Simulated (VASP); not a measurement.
Here is a VASP 6.6.1 calculation.

Contents of INCAR:

```
SYSTEM = Tl
  ALGO = Fast
  EDIFF = 1E-6
  ENCUT = 520
  GGA = PS
  ISIF = 2
  ISMEAR = 0
  LASPH = .TRUE.
  LCHARG = .FALSE.
  LREAL = .FALSE.
  LWAVE = .FALSE.
  NBANDS = 20
  NELM = 100
  PREC = Accurate
  SIGMA = 0.15
```

Contents of KPOINTS:

```
k-points
0
G
  18 18 10
  0 0 0
```

POSCAR

```
Tl
1.0
    3.3177584223      0.0000000000      0.0000000000
   -1.6588792112      2.8732630773      0.0000000000
    0.0000000000      0.0000000000      5.9670000000
Tl
2
Direct
    0.3333333333      0.6666666667      0.2500000000
    0.6666666667      0.3333333333      0.7500000000
```

Potentials or basis: VASP PAW PBE potentials, release 64 (Tl_d).

Launch:

```console
$ cat potpaw_PBE.64/Tl_d/POTCAR > POTCAR
$ mpirun -np 1 vasp_std > vasp.out
```

Estimate the band gap on the k mesh.

zero (band 13 reaches 9.00 eV, above the bottom of band 14 at 4.12 eV).

Estimate the pressure.

0.3 GPa.

Stress tensor (GPa, compression positive):
```
 1.35  0.00  0.00
 0.00  1.35  0.00
 0.00  0.00 -1.73
```

Caveat: the cell differs from its parent crystal (strain -0.040 along x and y, +0.080 along z); the PAW data sets were made with another functional, which shifts forces and pressure a little; spin-orbit coupling is left out, which moves the levels of the heavy elements.
